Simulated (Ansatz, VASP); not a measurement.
One calculation of Os, two programs

```
Os
1.0
     0.00000    1.73289    2.45030
     1.73289    0.00000    2.45030
     1.73289    1.73289    0.00000
Os
1
Cartesian
  0.0000 0.0000 0.0000
```

Alike in both runs: task single point; functional r2SCAN; k mesh 24 × 24 × 24; occupations gaussian, width 0.15 eV; no spin polarisation.

```csv
,VASP,Ansatz
version,VASP 6.6.1,Ansatz 0.2.0
potentials or method,"VASP PAW PBE potentials, release 64 (Os), cutoff 520 eV","scalar-relativistic, plane waves, PAW"
valence electrons in the cell,8,16
```

|  | VASP | Ansatz | Ansatz less VASP |
| --- | --- | --- | --- |
| gap on the k mesh at the Fermi level (eV) | none | none | - |
| pressure (GPa) | 15.2 | 14.2 | -1.00 |
| traceless stress, the component that is largest in VASP (GPa) | -67.92 | -68.39 | -0.472 |

VASP's potentials were made for PBE, not for r2SCAN. A gap of «none» marks a metal or a gap that the smearing closes. The functional is the same, so the differences come from potentials, cutoffs and numerics. VASP's potentials hold 8 valence electrons a cell and Ansatz's 16, so a difference there can come from the potentials and not from the codes.

Spin-orbit coupling is off throughout.
